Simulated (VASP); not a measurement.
**Mo2HS4: relaxation of the atoms with PBE+D3(BJ)**

The system is Mo2HS4, a slab with vacuum.

```xyz
7
Lattice="3.1335 0.0000 0.0000 -1.5667 2.7137 0.0000 0.0000 0.0000 28.1647" Properties=species:S:1:pos:R:3 pbc="T T T"
S     0.0000    0.0000    8.5000
S     0.0000    1.8091   11.7058
S     1.5667    0.9046   14.4744
S     0.0000    0.0000   17.6886
Mo    1.5667    0.9046   10.1029
Mo    0.0000    1.8091   16.0808
H     0.0000    2.7137   17.7086
```

```json
{"Program": "VASP 6.6.1", "Task": "relaxation of the atoms", "Functional": "PBE", "Dispersion": "D3(BJ)", "Potentials or basis": "VASP PAW PBE potentials, release 64 (S, Mo_sv, H)", "Cutoff": "520 eV", "k mesh": "9 × 9 × 1", "Occupations": "gaussian, width 0.1 eV", "Spin": "no spin polarisation", "Dipole correction": "yes", "Atoms held fixed (from 0)": "[0, 1, 4]", "Further INCAR settings": "ALGO = Fast; EDIFF = 1e-06; IBRION = 2; EDIFFG = -0.03; NSW = 90"}
```

```yaml
Energy_gained_by_relaxing: 86.2 meV/atom
Ionic_steps: 49
Band_gap_on_the_k_mesh: zero (an odd number of electrons rules out a gap without spin polarisation)
Dispersion_energy_per_atom: -0.339 eV
```

Step by step:
```csv
step,energy change (eV),largest force on free atoms (eV/Å),pressure (GPa)
1,0.0000,2.5816,2.61
3,-0.2388,1.0790,1.98
5,-0.2952,0.3994,0.83
7,-0.3323,0.6039,0.66
9,-0.3629,0.5471,0.53
11,-0.3564,1.2063,-0.12
13,-0.4198,0.6009,0.23
15,-0.4724,0.5419,0.15
17,-0.5285,0.3556,-0.23
19,-0.5451,0.5006,-0.29
21,-0.5642,0.3785,-0.06
23,-0.5802,0.1387,-0.06
25,-0.5821,0.1042,-0.07
27,-0.5844,0.0915,-0.13
29,-0.5864,0.2300,-0.30
31,-0.5877,0.2086,-0.32
33,-0.5909,0.1137,-0.41
35,-0.5920,0.1071,-0.42
37,-0.5967,0.1390,-0.39
39,-0.6014,0.1410,-0.40
41,-0.6022,0.0613,-0.45
43,-0.6027,0.0465,-0.41
45,-0.6028,0.0472,-0.39
47,-0.6032,0.0378,-0.44
49,-0.6033,0.0296,-0.46
```

Final structure:
```xyz
7
Lattice="3.1335 0.0000 0.0000 -1.5667 2.7137 0.0000 0.0000 0.0000 28.1647" Properties=species:S:1:pos:R:3 pbc="T T T"
S     0.0000    0.0000    8.5000
S     0.0000    1.8091   11.7058
S     1.5667    0.8784   14.5447
S     0.0000    0.1000   17.9257
Mo    1.5667    0.9046   10.1029
Mo    0.0000    1.7138   16.0986
H     1.5667    0.3052   18.5260
```

Levels at points of the mesh, in eV from the Fermi level:
```tsv
k point	band 25	band 26	band 27	band 28	band 29	band 30
(0.00, 0.00, 0.00)	-0.72	-0.33	-0.30	0.03	0.05	0.18
```

Wall time 2.7 h on 1 thread of Oxide Virtual Turin-like Processor (shared host), peak memory 0.46 GiB.
